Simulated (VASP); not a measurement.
# SnO (Cm) in VASP: single point with PBEsol+D3(BJ)

Aim: the single point of SnO with PBEsol+D3(BJ).

Everything below comes from runs of VASP 6.6.1. Logs are shortened: lines on timing, memory, paths and dates and some standing lists are left out, and cuts for length are marked.

## (1) The cell of the first run

Symmetry: Cm, No. 8, monoclinic system. Conventional cell: a = 5.332 Å, b = 5.332 Å, c = 4.563 Å, α = 90.00°, β = 90.00°, γ = 90.00°. Sn (site symmetry m) has 4 O at 2.18 to 2.42 Å within 2.9 Å. Within 2.7 Å of Sn (site symmetry m) lie 4 O at 2.01 to 2.28 Å. Within 2.7 Å of O (site symmetry 1) lie 4 Sn at 2.01 to 2.42 Å and 4 O at 2.67 Å.

## (2) Single point, PBEsol+D3(BJ) (all Sn atoms moved +0.263 Å, as atom 1 along Cartesian [1 1 1])

File INCAR:

```
PREC     = Accurate       # precision mode
ENCUT    = 600            # plane-wave cutoff, eV
EDIFF    = 1E-6           # SCF threshold, eV
ISMEAR   = 0              # smearing method
SIGMA    = 0.15           # smearing width, eV
LREAL    = False          # projectors in reciprocal space
LASPH    = True           # aspherical terms in the spheres
NELM     = 120            # most SCF steps
ALGO     = Normal         # electronic algorithm
ISIF     = 2              # what is computed and relaxed
LWAVE    = False          # write WAVECAR
LCHARG   = True           # write CHGCAR
GGA      = PS             # functional
IVDW     = 12             # dispersion correction
LELF     = True           # ELF
LVHAR    = True         
NBANDS   = 28             # bands
GGA_COMPAT= False
```

File KPOINTS:

```
Automatic mesh
0
Gamma
  12 12 10
```

File POSCAR:

```
SnO
1.0
    3.7703910616      0.0000000000      0.0000000000
    0.0000000000      3.7703910616      0.0000000000
    0.0000000000      0.0000000000      4.5633702865
Sn O
2 2
Direct
    0.0401959487      0.5401959487      0.2864696672
    0.5401959487      0.0401959487      0.7799524884
    0.0000000000      0.0000000000      0.0000000000
    0.5000000000      0.5000000000      0.0000000000
```

Potentials or basis: VASP PAW PBE potentials, release 64 (Sn_d, O).

Command:

```
cat potpaw_PBE.64/Sn_d/POTCAR potpaw_PBE.64/O/POTCAR > POTCAR
mpirun -np 1 vasp_std > vasp.out
```

OUTCAR:

```text
PREC = Accurate
   ENCUT = 600
   EDIFF = 1E-6
   ISMEAR = 0
   LREAL = False
   LASPH = True
   NELM = 120
   ISIF = 2
   GGA = PS
   IVDW = 12
 IVDW          = 12

 ion  position               nearest neighbor table
   1  0.040  0.540  0.286-   3 2.18   4 2.18   3 2.42   4 2.42   2 3.49   2 3.49   2 3.49   2 3.49
                             2 3.53   2 3.53   2 3.53   2 3.53
   2  0.540  0.040  0.780-   3 2.01   4 2.01   4 2.28   3 2.28   1 3.49   1 3.49   1 3.49   1 3.49
                             1 3.53   1 3.53   1 3.53   1 3.53
   3  0.000  0.000  0.000-   2 2.01   1 2.18   2 2.28   1 2.42
   4  0.500  0.500  0.000-   2 2.01   1 2.18   2 2.28   1 2.42

  LATTYP: Found a simple tetragonal cell.
 ALAT       =     3.7703910616
 C/A-ratio  =     1.2103175007

  Lattice vectors:

 A1 = (   3.7703910616,   0.0000000000,   0.0000000000)
 A2 = (   0.0000000000,   3.7703910616,   0.0000000000)
 A3 = (   0.0000000000,   0.0000000000,   4.5633702865)

Analysis of symmetry for initial positions (statically):
=====================================================================
 Subroutine PRICEL returns:
 Original cell was already a primitive cell.

 Routine SETGRP: Setting up the symmetry group for a
 simple tetragonal supercell.

 Subroutine GETGRP returns: Found  2 space group operations
 (whereof  1 operations were pure point group operations)
 out of a pool of 16 trial point group operations.

The static configuration has the point symmetry C_1 .
 The point group associated with its full space group is C_1h.

Analysis of symmetry for dynamics (positions and initial velocities):
=====================================================================
 Subroutine PRICEL returns:
 Original cell was already a primitive cell.

 Routine SETGRP: Setting up the symmetry group for a
 simple tetragonal supercell.

 Subroutine GETGRP returns: Found  2 space group operations
 (whereof  1 operations were pure point group operations)
 out of a pool of 16 trial point group operations.

The dynamic configuration has the point symmetry C_1 .
 The point group associated with its full space group is C_1h.

 Subroutine INISYM returns: Found  2 space group operations
 (whereof  1 operations are pure point group operations),
 and found     1 'primitive' translations

----------------------------------------------------------------------------------------

                                     Primitive cell

  volume of cell :      64.8722

  direct lattice vectors                    reciprocal lattice vectors
     3.770391062  0.000000000  0.000000000     0.265224478  0.000000000  0.000000000
     0.000000000  3.770391062  0.000000000     0.000000000  0.265224478  0.000000000
     0.000000000  0.000000000  4.563370286     0.000000000  0.000000000  0.219136282

  length of vectors
     3.770391062  3.770391062  4.563370286     0.265224478  0.265224478  0.219136282

  position of ions in fractional coordinates (direct lattice)
     0.040195949  0.540195949  0.286469667
     0.540195949  0.040195949  0.779952488
     0.000000000  0.000000000  0.000000000
     0.500000000  0.500000000  0.000000000

  ion indices of the primitive-cell ions
   primitive index   ion index
                 1           1
                 2           2
                 3           3
                 4           4

----------------------------------------------------------------------------------------

 KPOINTS: Automatic mesh

Automatic generation of k-mesh.
 Grid dimensions read from file:
 generate k-points for:   12   12   10

 Generating k-lattice:

  Cartesian coordinates                     Fractional coordinates (reciprocal lattice)
     0.022102040  0.000000000  0.000000000     0.083333333  0.000000000  0.000000000
     0.000000000  0.022102040  0.000000000     0.000000000  0.083333333  0.000000000
     0.000000000  0.000000000  0.021913628     0.000000000  0.000000000  0.100000000

  Length of vectors
     0.022102040  0.022102040  0.021913628

  Shift w.r.t. Gamma in fractional coordinates (k-lattice)
     0.000000000  0.000000000  0.000000000

 Subroutine IBZKPT returns following result:
 ===========================================

 Found    398 irreducible k-points:

 Following reciprocal coordinates:
            Coordinates               Weight
  0.000000  0.000000  0.000000      1.000000
  0.083333  0.000000  0.000000      4.000000
  0.166667  0.000000  0.000000      4.000000
  0.250000  0.000000  0.000000      4.000000
  0.333333  0.000000  0.000000      4.000000
  0.416667  0.000000  0.000000      4.000000
[... 16 lines left out ...]
  0.333333  0.166667  0.000000      4.000000
 -0.166667  0.333333  0.000000      4.000000
 [... further k-points ...]
   k-points           NKPTS =    398   k-points in BZ     NKDIM =    398   number of bands    NBANDS=     28
   number of dos      NEDOS =    301   number of ions     NIONS =      4
   total plane-waves  NPLWV =  32400
   dimension x,y,z NGX =    30 NGY =   30 NGZ =   36
   dimension x,y,z NGXF=    60 NGYF=   60 NGZF=   72
   ions per type =               2   2
   NGX,Y,Z   is equivalent  to a cutoff of  13.23, 13.23, 13.11 a.u.
   NGXF,Y,Z  is equivalent  to a cutoff of  26.46, 26.46, 26.23 a.u.
 SYSTEM =  unknown system
   PREC   = accura    normal or accurate (medium, high low for compatibility)
   ISTART =      0    job   : 0-new  1-cont  2-samecut
   ICHARG =      2    charge: 1-file 2-atom 10-const
   ISPIN  =      1    spin polarized calculation?
   LNONCOLLINEAR =      F non collinear calculations
   LSORBIT =      F    spin-orbit coupling
   LASPH  =      T    aspherical Exc in radial PAW
   ENCUT  =  600.0 eV  44.10 Ry    6.64 a.u.   7.53  7.53  9.11*2*pi/ulx,y,z
   NELM   =    120;   NELMIN=  2; NELMDL= -5     # of ELM steps
   EDIFF  = 0.1E-05   stopping-criterion for ELM
   LREAL  =      F    real-space projection
   EDIFFG = 0.1E-04   stopping-criterion for IOM
   NSW    =      0    number of steps for IOM
   IBRION =     -1    ionic relax: 0-MD 1-quasi-New 2-CG
   NFREE  =      0    steps in history (QN), initial steepest desc. (CG)
   ISIF   =      2    stress and relaxation
   ISYM   =      2    0-nonsym 1-usesym 2-fastsym
   POTIM  = 0.5000    time-step for ionic-motion
   TEBEG  =    0.0;   TEEND  =   0.0 temperature during run
   PSTRESS=    0.0 pullay stress
   NELECT =      40.0000    total number of electrons
   NUPDOWN=      -1.0000    fix difference up-down
   EMIN   =  10.00;   EMAX   =-10.00  energy-range for DOS
   EFERMI =   0.00;   METHOD = LEGACY
   ISMEAR =     0;   SIGMA  =   0.15  broadening in eV -4-tet -1-fermi 0-gaus
   EFERMI_NEDOS =   21; number of points for ismear=-14 and -15
   IALGO  =     38    algorithm
   IMIX   =      4    mixing-type and parameters
     AMIX     =   0.40;   BMIX     =  1.00
     AMIX_MAG =   1.60;   BMIX_MAG =  1.00
  volume/ion in A,a.u.               =      16.22       109.44
  Fermi-wavevector in a.u.,A,eV,Ry     =   1.393398  2.633141 26.416518  1.941559
  Thomas-Fermi vector in A             =   2.517048
   LORBIT       =      0    0 simple, 1 ext, 2 COOP (PROOUT), +10 PAW based schemes
   GGA     = PS    functional components
   LHFCALC =     F    Hartree Fock is set to
   AEXX    =    0.0000 exact exchange contribution
   IVDW    =    12    specifies the selected vdW correction
   LEPSILON=     F    determine dielectric tensor
   LRPA    =     F    only Hartree local field effects (RPA)
 non-spin polarized calculation
 Gauss-broadening in eV      SIGMA  =   0.15
  energy-cutoff  :      600.00
  volume of cell :       64.87
 maximum number of plane-waves:      2198
   NGX = 15   NGY = 15   NGZ = 19

 number of electron      39.9999998 magnetization

 Free energy of the ion-electron system (eV)
  ---------------------------------------------------
  ext. energy  EPLUGINS =         0.00000000
  ---------------------------------------------------
  free energy    TOTEN  =       -23.81528369 eV

  energy without entropy =      -23.81070730  energy(sigma->0) =      -23.81299550

 E-fermi :   7.9314     XC(G=0): -10.9276

 val. band max:        7.9187546278   @ k =  -0.0833   0.0833   0.1000
 cond. band min:       7.9368112887   @ k =   0.0833   0.0000   0.0000
 fundamental gap:      0.0180566609
 Fermi energy:         7.9314410411

 k-point     1 :       0.0000    0.0000    0.0000
  band No.  band energies     occupation
      1     -14.2317      2.00000
      2     -13.7323      2.00000
      3     -13.7233      2.00000
      4     -13.6962      2.00000
      5     -13.6501      2.00000
      6     -13.6463      2.00000
[... 20 lines left out ...]
     27      14.5912      0.00000
     28      14.7223      0.00000

 k-point     2 :       0.0833    0.0000    0.0000
  band No.  band energies     occupation
      1     -14.2270      2.00000
      2     -13.7440      2.00000
      3     -13.7211      2.00000
      4     -13.6982      2.00000
      5     -13.6592      2.00000
      6     -13.6409      2.00000
[... 20 lines left out ...]
     27      14.6834      0.00000
     28      15.4473      0.00000

 k-point     3 :       0.1667    0.0000    0.0000
  band No.  band energies     occupation
      1     -14.2138      2.00000
      2     -13.7897      2.00000
      3     -13.7160      2.00000
      4     -13.6996      2.00000
      5     -13.6675      2.00000
      6     -13.6344      2.00000
[... 20 lines left out ...]
     27      14.8423      0.00000
     28      16.7853      0.00000

 k-point     4 :       0.2500    0.0000    0.0000
  band No.  band energies     occupation
      1     -14.1937      2.00000
      2     -13.8610      2.00000
      3     -13.7099      2.00000
      4     -13.6977      2.00000
      5     -13.6681      2.00000
      6     -13.6267      2.00000
[... 20 lines left out ...]
     27      15.0651      0.00000
     28      18.2084      0.00000

 k-point     5 :       0.3333    0.0000    0.0000
  band No.  band energies     occupation
      1     -14.1683      2.00000
      2     -13.9350      2.00000
      3     -13.7051      2.00000
      4     -13.6948      2.00000
      5     -13.6634      2.00000
      6     -13.6195      2.00000
[... 20 lines left out ...]
     27      15.3264      0.00000
     28      17.8189      0.00000

 k-point     6 :       0.4167    0.0000    0.0000
  band No.  band energies     occupation
      1     -14.1400      2.00000
      2     -13.9966      2.00000
      3     -13.7031      2.00000
      4     -13.6917      2.00000
      5     -13.6572      2.00000
      6     -13.6154      2.00000
[... 463 lines left out ...]
      5     -13.6570      2.00000
      6     -13.6190      2.00000
[... 20 lines left out ...]
     27      16.4027      0.00000
     28      16.8653      0.00000

 k-point    22 :      -0.1667    0.2500    0.0000
  band No.  band energies     occupation
      1     -14.1744      2.00000
      2     -13.9275      2.00000
      3     -13.7229      2.00000
      4     -13.6829      2.00000
      5     -13.6749      2.00000
      6     -13.6248      2.00000
[... 20 lines left out ...]
     27      16.4237      0.00000
     28      16.7694      0.00000

 k-point    23 :       0.3333    0.1667    0.0000
  band No.  band energies     occupation
      1     -14.1811      2.00000
      2     -13.9656      2.00000
      3     -13.7102      2.00000
      4     -13.6851      2.00000
      5     -13.6489      2.00000
      6     -13.6109      2.00000
[... 20 lines left out ...]
     27      16.1502      0.00000
     28      16.9502      0.00000

 k-point    24 :      -0.1667    0.3333    0.0000
  band No.  band energies     occupation
      1     -14.1544      2.00000
      2     -13.9926      2.00000
      3     -13.7169      2.00000
      4     -13.6843      2.00000
      5     -13.6629      2.00000
      6     -13.6175      2.00000
[... 20 lines left out ...]
     27      16.2384      0.00000
     28      16.7976      0.00000

 [... further k-points ...]

------------------------ aborting loop because EDIFF is reached ----------------------------------------

 Edisp (eV)   -0.93348

 E8    (eV) :    -0.6177

  FORCE on cell =-STRESS in cart. coord.  units (eV):
  Direction    XX          YY          ZZ          XY          YZ          ZX
  --------------------------------------------------------------------------------------
  -------------------------------------------------------------------------------------
  Total       1.67458     1.67458     0.86933    -0.30769     0.66754     0.66754
  in kB      41.35788    41.35788    21.47019    -7.59921    16.48650    16.48648
  external pressure =       34.73 kB  Pullay stress =        0.00 kB

 VOLUME and BASIS-vectors are now :
 -----------------------------------------------------------------------------
  energy-cutoff  :      600.00
  volume of cell :       64.87
      direct lattice vectors                 reciprocal lattice vectors
     3.770391062  0.000000000  0.000000000     0.265224478  0.000000000  0.000000000
     0.000000000  3.770391062  0.000000000     0.000000000  0.265224478  0.000000000
     0.000000000  0.000000000  4.563370286     0.000000000  0.000000000  0.219136282

 POSITION                                       TOTAL-FORCE (eV/Angst)
 -----------------------------------------------------------------------------------
      0.15155      2.03675      1.30727        -0.292567     -0.292567     -0.510654
      2.03675      0.15155      3.55921        -1.184780     -1.184780     -1.857661
      0.00000      0.00000      0.00000         1.277443      0.199905      1.184157
      1.88520      1.88520      0.00000         0.199905      1.277443      1.184157
 -----------------------------------------------------------------------------------
    total drift:                               -0.000395     -0.000395     -0.000153

  FREE ENERGIE OF THE ION-ELECTRON SYSTEM (eV)
  ---------------------------------------------------
  free  energy   TOTEN  =       -24.7487616705 eV

  energy  without entropy=      -24.7441852806  energy(sigma->0) =      -24.74647348
```

Wall time 20 min (1 thread of Oxide Virtual Turin-like, shared host); peak memory 0.72 GiB.

What came out:

- Free energy: -24.7488 eV
- Pressure: 3.5 GPa
- Largest force: 2.502 eV/Å
- Band gap on the k mesh: zero (bands 20 and 21 overlap by 0.42 eV)
- Dispersion energy per atom: -0.233 eV

Forces in eV/Å, atoms in the order of the input:
```
Sn  -0.293 -0.293 -0.511
Sn  -1.185 -1.185 -1.858
O    1.277  0.200  1.184
O    0.200  1.277  1.184
```

Caveat: the cell differs from its parent crystal (all Sn atoms moved +0.263 Å, as atom 1 along Cartesian [1 1 1]); the cell stands under pressure; semilocal functionals underestimate gaps, and a narrow one can read as zero; the PAW data sets were made with another functional, which shifts forces and pressure a little; spin-orbit coupling is left out, which moves the levels of the heavy elements.
